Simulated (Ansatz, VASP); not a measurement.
**Two plane-wave programs on Be**

File INCAR:

```
SYSTEM = Be
PREC = Accurate ; ENCUT = 520
EDIFF = 1E-6 ; ISMEAR = -1
SIGMA = 0.1 ; LREAL = .False.
LASPH = .True. ; NELM = 100
ALGO = Normal ; ISIF = 2
LWAVE = .False. ; LCHARG = .True.
GGA = PS ; LELF = .True.
LVHAR = .True. ; NBANDS = 9
```

KPOINTS

```
regular mesh
0
Gamma
  26 26 15
  0 0 0
```

Contents of POSCAR:

```
Be
1.0
    2.1961785305      0.0000000000      0.0000000000
   -1.0980892653      1.9019463987      0.0000000000
    0.0000000000      0.0000000000      3.4530298125
Be
2
Direct
    0.3333333333      0.6666666667      0.2500000000
    0.6666666667      0.3333333333      0.7500000000
```

Input for Ansatz:

```yaml
crystal:
  lattice:
    - [2.1961785305, 0.0, 0.0]
    - [-1.0980892653, 1.9019463987, 0.0]
    - [0.0, 0.0, 3.4530298125]
  atoms:
    - { symbol: Be, position: [0.3333333333, 0.6666666667, 0.25] }
    - { symbol: Be, position: [0.6666666667, 0.3333333333, 0.75] }
hamiltonian:
  xc: pbesol
  pseudopotentials:
    kind: paw
    azcp:
      Be: "pseudopotentials/Be.paw.azcp"
basis:
  ecutwfc: 420
  fft_grid_basis: typed
kpoints:
  mp_grid: { grid: [26, 26, 15], shift: [0, 0, 0] }
magnetization:
  spin_polarized: false
scf:
  occupations: { method: fermi_dirac, width: 0.1 }
output:
  stress: true
```

Alike in both runs: task single point; functional PBEsol; k mesh 26 × 26 × 15; occupations fermi-dirac, width 0.1 eV; no spin polarisation.

|  | VASP | Ansatz |
| --- | --- | --- |
| version | VASP 6.6.1 | Ansatz 0.2.0 |
| potentials or method | VASP PAW PBE potentials, release 64 (Be), cutoff 520 eV | plane waves (420 eV) with PAW, scalar-relativistic |
| valence electrons in the cell | 4 | 4 |

|  | VASP | Ansatz | Ansatz less VASP |
| --- | --- | --- | --- |
| pressure (GPa) | 12.3 | 11.9 | -0.47 |
| traceless stress, the component that is largest in VASP (GPa) | 1.96 | 1.90 | -0.055 |

VASP's potentials were made for PBE, not for PBEsol, and Ansatz warns of the same on its side. With one functional, cell and mesh, what is left measures potentials, basis and numerics.
